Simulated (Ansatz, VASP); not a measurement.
## One calculation of C, two programs

```
C
1.0
     5.84317    0.00000    0.00000
    -2.92159    5.06034    0.00000
     0.00000    0.00000    1.30986
C
3
Direct
  0.00000 0.00000 0.00000
  0.33333 0.66667 0.50000
  0.66667 0.33333 0.50000
```

Alike in both runs: task single point; functional LDA; k mesh 7 × 7 × 27; occupations fermi-dirac, width 0.1 eV; no spin polarisation.

```csv
,VASP,Ansatz
version,VASP 6.6.1,Ansatz 0.2.0
potentials or method,"VASP PAW LDA potentials, release 64 (C), cutoff 520 eV","plane waves (420 eV) with PAW, scalar-relativistic"
valence electrons in the cell,12,12
```

|  | VASP | Ansatz | Ansatz less VASP |
| --- | --- | --- | --- |
| pressure (GPa) | -13.1 | -13.1 | 0.00 |
| traceless stress, the component that is largest in VASP (GPa) | -25.63 | -25.78 | -0.147 |

Ansatz warns that its potentials were made for another functional, while VASP's fit it. LDA's correlation is that of Perdew and Zunger in VASP and of Perdew and Wang (1992) in Ansatz.
